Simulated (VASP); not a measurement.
Set up this calculation in VASP 6.6.1, as the native input.

```yaml
Task: single point
Functional: PBEsol
Potentials_or_basis: VASP PAW PBE potentials, release 64 (Sn_d)
Cutoff: 520 eV
k_mesh: 8 × 8 × 8
Occupations: gaussian, width 0.1 eV
Spin: no spin polarisation
Dipole_correction: no
Further_INCAR_settings: ALGO = Fast; EDIFF = 1e-07; NBANDS = 13
```

The structure of Sn lies in POSCAR:

```
Sn
1.0
   -1.7265390000      1.7755470000      2.3383420000
    1.7265390000     -1.7755470000      2.3383420000
    1.7265390000      1.7755470000     -2.3383420000
Sn
1
Direct
    0.0000000000      0.0000000000      0.0000000000
```

One way to write it, as run:

INCAR

```
ALGO = Fast ; EDIFF = 1E-7
ENCUT = 520 ; GGA = PS
ISIF = 2 ; ISMEAR = 0
LASPH = True ; LCHARG = False
LREAL = False ; LWAVE = False
NBANDS = 13 ; NELM = 80
PREC = Accurate ; SIGMA = 0.1
```

KPOINTS

```
k-points
0
Gamma
  8 8 8
```

Potentials or basis: VASP PAW PBE potentials, release 64 (Sn_d).

Launch:

```console
$ cat potpaw_PBE.64/Sn_d/POTCAR > POTCAR
$ mpirun -np 1 vasp_std > vasp.out
```

Results of the run:

The pressure is -3.8 GPa and the band gap on the k mesh is zero (band 7 reaches 14.37 eV, above the bottom of band 8 at 5.81 eV).

Caveat: the PAW data sets were made with another functional, which shifts forces and pressure a little; spin-orbit coupling is left out, which moves the levels of the heavy elements.

Run time: 40 s on 1 thread of Intel(R) Xeon(R) Platinum 8259CL CPU @ 2.50GHz (Skylake/Cascade Lake), on a shared host, peak memory 0.17 GiB.
